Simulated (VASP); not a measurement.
# Pt (I4_1/amd) in VASP: further runs

The runs below take Pt through single point, relaxation of cell and atoms, with PBEsol.

All numbers are computed with VASP 6.6.1; they aren't measurements. Logs are shortened: lines on timing, memory, paths and dates and some standing lists are left out, and cuts for length are marked.

**1. The cell of the first run**

Symmetry: I4_1/amd, No. 141, tetragonal system. The conventional cell has a = 4.949 Å, b = 4.949 Å, c = 2.663 Å, α = 90.00°, β = 90.00°, γ = 90.00°. Within 3.4 Å of Pt (site symmetry -4m2) lie 10 Pt at 2.56 to 3.18 Å.

**2. Single point, PBEsol**

Input file INCAR:

```
PREC = Accurate
ENCUT = 520
EDIFF = 1E-7
ISMEAR = -1
SIGMA = 0.1
LREAL = False
LASPH = True
NELM = 80
ALGO = Normal
ISIF = 2
LWAVE = False
LCHARG = False
GGA = PS
NBANDS = 17
```

Input file KPOINTS:

```
regular mesh
0
Gamma
  16 16 16
```

Input file POSCAR:

```
Pt
1.0
   -2.4742770237      2.4742770237      1.3315686285
    2.4742770237     -2.4742770237      1.3315686285
    2.4742770237      2.4742770237     -1.3315686285
Pt
2
Direct
   -0.3750000000     -0.1250000000     -0.2500000000
    0.3750000000      0.1250000000      0.2500000000
```

Potentials or basis: VASP PAW PBE potentials, release 64 (Pt).

Launch:

```
cat potpaw_PBE.64/Pt/POTCAR > POTCAR
mpirun -np 1 vasp_std > vasp.out
```

OUTCAR:

```text
PREC = Accurate
   ENCUT = 520
   EDIFF = 1E-7
   ISMEAR = -1
   LREAL = False
   LASPH = True
   NELM = 80
   ISIF = 2
   GGA = PS

 ion  position               nearest neighbor table
   1  0.625  0.875  0.750-   2 2.56   2 2.56   2 2.56   2 2.56   2 3.18   2 3.18   2 3.18   2 3.18

   2  0.375  0.125  0.250-   1 2.56   1 2.56   1 2.56   1 2.56   1 3.18   1 3.18   1 3.18   1 3.18

  LATTYP: Found a body centered tetragonal cell.
 ALAT       =     4.9485540474
 C/A-ratio  =     0.5381647308

  Lattice vectors:

 A1 = (  -2.4742770237,   2.4742770237,   1.3315686285)
 A2 = (   2.4742770237,  -2.4742770237,   1.3315686285)
 A3 = (   2.4742770237,   2.4742770237,  -1.3315686285)

Analysis of symmetry for initial positions (statically):
=====================================================================
 Subroutine PRICEL returns:
 Original cell was already a primitive cell.

 Routine SETGRP: Setting up the symmetry group for a
 body centered tetragonal supercell.

 Subroutine GETGRP returns: Found 16 space group operations
 (whereof  4 operations were pure point group operations)
 out of a pool of 16 trial point group operations.

The static configuration has the point symmetry C_2h.
 The point group associated with its full space group is D_4h.

Analysis of symmetry for dynamics (positions and initial velocities):
=====================================================================
 Subroutine PRICEL returns:
 Original cell was already a primitive cell.

 Routine SETGRP: Setting up the symmetry group for a
 body centered tetragonal supercell.

 Subroutine GETGRP returns: Found 16 space group operations
 (whereof  4 operations were pure point group operations)
 out of a pool of 16 trial point group operations.

The dynamic configuration has the point symmetry C_2h.
 The point group associated with its full space group is D_4h.

 Subroutine INISYM returns: Found 16 space group operations
 (whereof  4 operations are pure point group operations),
 and found     1 'primitive' translations

----------------------------------------------------------------------------------------

                                     Primitive cell

  volume of cell :      32.6077

  direct lattice vectors                    reciprocal lattice vectors
    -2.474277024  2.474277024  1.331568628     0.000000000  0.202079232  0.375496981
     2.474277024 -2.474277024  1.331568628     0.202079232  0.000000000  0.375496981
[... 78 lines left out ...]
   ICHARG =      2    charge: 1-file 2-atom 10-const
   ISPIN  =      1    spin polarized calculation?
   LNONCOLLINEAR =      F non collinear calculations
   LSORBIT =      F    spin-orbit coupling
   LASPH  =      T    aspherical Exc in radial PAW
   ENCUT  =  520.0 eV  38.22 Ry    6.18 a.u.   6.96  6.96  6.96*2*pi/ulx,y,z
   NELM   =     80;   NELMIN=  2; NELMDL= -5     # of ELM steps
   EDIFF  = 0.1E-06   stopping-criterion for ELM
   LREAL  =      F    real-space projection
   EDIFFG = 0.1E-05   stopping-criterion for IOM
   NSW    =      0    number of steps for IOM
   IBRION =     -1    ionic relax: 0-MD 1-quasi-New 2-CG
   NFREE  =      0    steps in history (QN), initial steepest desc. (CG)
   ISIF   =      2    stress and relaxation
   ISYM   =      2    0-nonsym 1-usesym 2-fastsym
   POTIM  = 0.5000    time-step for ionic-motion
   TEBEG  =    0.0;   TEEND  =   0.0 temperature during run
   PSTRESS=    0.0 pullay stress
   NELECT =      20.0000    total number of electrons
   NUPDOWN=      -1.0000    fix difference up-down
   EMIN   =  10.00;   EMAX   =-10.00  energy-range for DOS
   EFERMI =   0.00;   METHOD = LEGACY
   ISMEAR =    -1;   SIGMA  =   0.10  broadening in eV -4-tet -1-fermi 0-gaus
   EFERMI_NEDOS =   21; number of points for ismear=-14 and -15
   IALGO  =     38    algorithm
   IMIX   =      4    mixing-type and parameters
     AMIX     =   0.40;   BMIX     =  1.00
     AMIX_MAG =   1.60;   BMIX_MAG =  1.00
  volume/ion in A,a.u.               =      16.30       110.02
  Fermi-wavevector in a.u.,A,eV,Ry     =   1.390950  2.628514 26.323751  1.934741
  Thomas-Fermi vector in A             =   2.514836
   LORBIT       =      0    0 simple, 1 ext, 2 COOP (PROOUT), +10 PAW based schemes
   GGA     = PS    functional components
   LHFCALC =     F    Hartree Fock is set to
   AEXX    =    0.0000 exact exchange contribution
   IVDW    =     0    specifies the selected vdW correction
   LEPSILON=     F    determine dielectric tensor
   LRPA    =     F    only Hartree local field effects (RPA)
 non-spin polarized calculation
  energy-cutoff  :      520.00
  volume of cell :       32.61
 maximum number of plane-waves:       894
   NGX = 13   NGY = 13   NGZ = 13

 number of electron      20.0000004 magnetization

 Free energy of the ion-electron system (eV)
  ---------------------------------------------------
  ext. energy  EPLUGINS =         0.00000000
  ---------------------------------------------------
  free energy    TOTEN  =       -13.25467744 eV

  energy without entropy =      -13.18246083  energy(sigma->0) =      -13.21856913

 E-fermi :   9.7232     XC(G=0): -13.0864

 val. band max:        9.7188254962   @ k =  -0.4375   0.2500   0.0000
 cond. band min:       9.7317983172   @ k =   0.3125   0.1875   0.1250
 fundamental gap:      0.0129728210
 Fermi energy:         9.7232219357

 k-point     1 :       0.0000    0.0000    0.0000
  band No.  band energies     occupation
      1       0.2723      2.00000
      2       3.2629      2.00000
      3       3.8319      2.00000
      4       4.3018      2.00000
      5       4.9428      2.00000
      6       8.2993      2.00000
[... 457 lines left out ...]
      4       4.2866      2.00000
      5       4.9254      2.00000
      6       8.2870      2.00000
[... 9 lines left out ...]
     16      25.6288      0.00000
     17      25.6467      0.00000

 [... further k-points ...]
[... 5 lines left out ...]
  --------------------------------------------------------------------------------------
  -------------------------------------------------------------------------------------
  Total        0.4247798      0.4247798      0.4307435      0.0000000     -0.0000000     -0.0000000
  in kB       20.8715289     20.8715289     21.1645538      0.0000000     -0.0000000     -0.0000000
  external PRESSURE =      20.9692039 kB  Pullay stress =       0.0000000 kB

 VOLUME and BASIS-vectors are now :
 -----------------------------------------------------------------------------
  energy-cutoff  :      520.00
  volume of cell :       32.61
      direct lattice vectors                 reciprocal lattice vectors
    -2.474277024  2.474277024  1.331568628     0.000000000  0.202079232  0.375496981
     2.474277024 -2.474277024  1.331568628     0.202079232  0.000000000  0.375496981
     2.474277024  2.474277024 -1.331568628     0.202079232  0.202079232  0.000000000

 POSITION                                       TOTAL-FORCE (eV/Angst)
 -----------------------------------------------------------------------------------
      2.47428      1.23714      0.99868         0.000000      0.000000     -0.000000
      0.00000      1.23714      0.33289        -0.000000     -0.000000      0.000000
 -----------------------------------------------------------------------------------
    total drift:                                0.000000      0.000000     -0.000000

  FREE ENERGIE OF THE ION-ELECTRON SYSTEM (eV)
  ---------------------------------------------------
  free  energy   TOTEN  =       -13.2546774357 eV

  energy  without entropy=      -13.1824608265  energy(sigma->0) =      -13.21856913
```

OSZICAR:

```text
N       E                     dE             d eps       ncg     rms          rms(c)
DAV:   1     0.958734302645E+02    0.95873E+02   -0.10326E+04 11890   0.112E+03
DAV:   2    -0.123505560015E+02   -0.10822E+03   -0.10261E+03 12842   0.239E+02
DAV:   3    -0.141254785284E+02   -0.17749E+01   -0.17589E+01 14979   0.304E+01
DAV:   4    -0.141350574403E+02   -0.95789E-02   -0.95778E-02 14109   0.233E+00
DAV:   5    -0.141351600121E+02   -0.10257E-03   -0.10257E-03 14735   0.250E-01    0.162E+01
DAV:   6    -0.133342439610E+02    0.80092E+00   -0.14124E+00 12673   0.100E+01    0.831E+00
DAV:   7    -0.132631511295E+02    0.71093E-01   -0.17486E-01 14703   0.344E+00    0.328E+00
DAV:   8    -0.132551068584E+02    0.80443E-02   -0.15770E-02 12764   0.996E-01    0.721E-01
DAV:   9    -0.132546645426E+02    0.44232E-03   -0.42969E-04 13212   0.175E-01    0.206E-02
DAV:  10    -0.132546768625E+02   -0.12320E-04   -0.77548E-06 15229   0.180E-02    0.100E-02
DAV:  11    -0.132546774037E+02   -0.54121E-06   -0.67131E-07 13956   0.645E-03    0.100E-03
DAV:  12    -0.132546774357E+02   -0.32069E-07   -0.89178E-09  6971   0.698E-04
   1 F= -.13254677E+02 E0= -.13218569E+02  d E =-.722166E-01
```

It took 2.4 min on 1 thread of Intel Xeon Platinum 8375C at 2.90GHz (Ice Lake), shared host; peak memory 0.28 GiB.

Results:

```
Free energy            : -13.2547 eV
Pressure               : 2.1 GPa
Band gap on the k mesh : zero (band 10 reaches 10.57 eV, above the bottom of band 11 at 8.71 eV)
```

Caveat: the PAW data sets were made with another functional, which shifts forces and pressure a little; spin-orbit coupling is left out, which moves the levels of the heavy elements.

**3. Single point, PBEsol**

Input file INCAR:

```
SYSTEM = Pt
ALGO     = Normal         ! electronic algorithm
EDIFF    = 1E-6           ! SCF threshold, eV
ENCUT    = 520            ! plane-wave cutoff, eV
GGA      = PS             ! functional
ISIF     = 2              ! what is computed and relaxed
ISMEAR   = -1             ! smearing method
LASPH    = .TRUE.         ! aspherical terms in the spheres
LCHARG   = .FALSE.        ! write CHGCAR
LREAL    = .FALSE.        ! projectors in reciprocal space
LWAVE    = .FALSE.        ! write WAVECAR
NBANDS   = 17             ! bands
NELM     = 60             ! most SCF steps
PREC     = Accurate       ! precision mode
SIGMA    = 0.1            ! smearing width, eV
```

Input file KPOINTS:

```
k-points
0
G
  16 16 16
  0 0 0
```

Input file POSCAR:

```
Pt
1.0
   -2.4741714438      2.4741714438      1.3314748930
    2.4741714438     -2.4741714438      1.3314748930
    2.4741714438      2.4741714438     -1.3314748930
Pt
2
Direct
   -0.3750000000     -0.1250000000     -0.2500000000
    0.3750000000      0.1250000000      0.2500000000
```

Potentials or basis: VASP PAW PBE potentials, release 64 (Pt).

Launch:

```
cat potpaw_PBE.64/Pt/POTCAR > POTCAR
mpirun -np 1 vasp_std > vasp.out
```

Run time: 2.2 min. Hardware: 1 thread of Intel Xeon Platinum 8375C at 2.90GHz (Ice Lake), shared host; peak memory 0.28 GiB.

It converged, with:

| Property | Result |
| --- | --- |
| Free energy | -13.2546 eV |
| Pressure | 2.1 GPa |
| Band gap on the k mesh | zero (band 10 reaches 10.58 eV, above the bottom of band 11 at 8.71 eV) |

Levels at points of the mesh, in eV from the Fermi level:
| k point | band 7 | band 8 | band 9 | band 10 | band 11 | band 12 | band 13 | band 14 |
| --- | --- | --- | --- | --- | --- | --- | --- | --- |
| (0.00, 0.00, 0.00) | -1.42 | -1.36 | -1.36 | 0.37 | 1.50 | 4.95 | 4.95 | 11.26 |
| (0.50, 0.00, 0.00) | -1.73 | -1.18 | -0.42 | -0.14 | 2.30 | 4.75 | 6.57 | 7.98 |
| (0.50, 0.50, 0.00) | -2.33 | -2.33 | -0.61 | -0.61 | -0.31 | -0.31 | 12.01 | 12.01 |
| (0.50, 0.50, 0.50) | -1.18 | -1.18 | -1.09 | -1.09 | -0.84 | -0.84 | 4.81 | 4.81 |

Caveat: the PAW data sets were made with another functional, which shifts forces and pressure a little; spin-orbit coupling is left out, which moves the levels of the heavy elements.

**4. Relaxation of cell and atoms, PBEsol, target pressure 2.6 GPa, at which the enthalpy is minimised**

Input file INCAR:

```
SYSTEM = Pt
PREC = Accurate
ENCUT = 600
EDIFF = 1E-7
ISMEAR = -1
SIGMA = 0.1
LREAL = .FALSE.
LASPH = .TRUE.
NELM = 80
ALGO = Normal
ISIF = 3
LWAVE = .FALSE.
LCHARG = .FALSE.
GGA = PS
IBRION = 2
NSW = 32
EDIFFG = -0.005
PSTRESS = 26.0
```

Input file KPOINTS:

```
regular mesh
0
G
  16 16 16
  0 0 0
```

Input file POSCAR:

```
Pt
1.0
   -2.4742770237      2.4742770237      1.3315686285
    2.4742770237     -2.4742770237      1.3315686285
    2.4742770237      2.4742770237     -1.3315686285
Pt
2
Direct
   -0.3750000000     -0.1250000000     -0.2500000000
    0.3750000000      0.1250000000      0.2500000000
```

Launch:

```
cat potpaw_PBE.64/Pt/POTCAR > POTCAR
mpirun -np 1 vasp_std > vasp.out
```

It took 10 min on 1 thread of Intel Xeon 8259CL, shared host; peak memory 0.32 GiB.

It converged, with:

```yaml
Free_energy: -13.2536 eV
Relaxed_volume: 16.28 Å³/atom
Relaxed_cell: a = 3.742 Å, b = 3.742 Å, c = 3.742 Å, α = 97.27°, β = 97.27°, γ = 138.33°
Space_group_after_relaxing_to_0.05_Å: I4_1/amd (No. 141)
Energy_change_on_relaxing_the_enthalpy_is_what_falls: +0.4 meV/atom
Ionic_steps: 3
Pressure_after_relaxing: 2.6 GPa
Band_gap_on_the_k_mesh: zero (band 10 reaches 10.61 eV, above the bottom of band 11 at 8.73 eV)
```

Step by step:
```tsv
step	energy change (eV)	largest force (eV/Å)	pressure (GPa)	volume (Å³)
1	0.0000	0.0000	2.19	32.61
2	0.0036	0.0000	3.74	32.41
3	0.0008	0.0000	2.61	32.55
```

Final structure:
```yaml
crystal:
  lattice:
    - [-2.47290, 2.47290, 1.33088]
    - [2.47290, -2.47290, 1.33088]
    - [2.47290, 2.47290, -1.33088]
  atoms:
    - { symbol: Pt, position: [0.62500, 0.87500, 0.75000] }
    - { symbol: Pt, position: [0.37500, 0.12500, 0.25000] }
```

Levels at points of the mesh, in eV from the Fermi level:
```
           k point  band 7  band 8  band 9  band 10  band 11  band 12  band 13  band 14
(0.00, 0.00, 0.00)   -1.43   -1.37   -1.37     0.37     1.50     4.95     4.95    11.28
(0.50, 0.00, 0.00)   -1.74   -1.19   -0.42    -0.14     2.31     4.76     6.58     7.98
(0.50, 0.50, 0.00)   -2.34   -2.34   -0.61    -0.61    -0.31    -0.31    12.02    12.02
(0.50, 0.50, 0.50)   -1.18   -1.18   -1.09    -1.09    -0.85    -0.85     4.82     4.82
```

Caveat: the cell is relaxed towards a set pressure, so the enthalpy falls and the energy may rise; the PAW data sets were made with another functional, which shifts forces and pressure a little; spin-orbit coupling is left out, which moves the levels of the heavy elements.
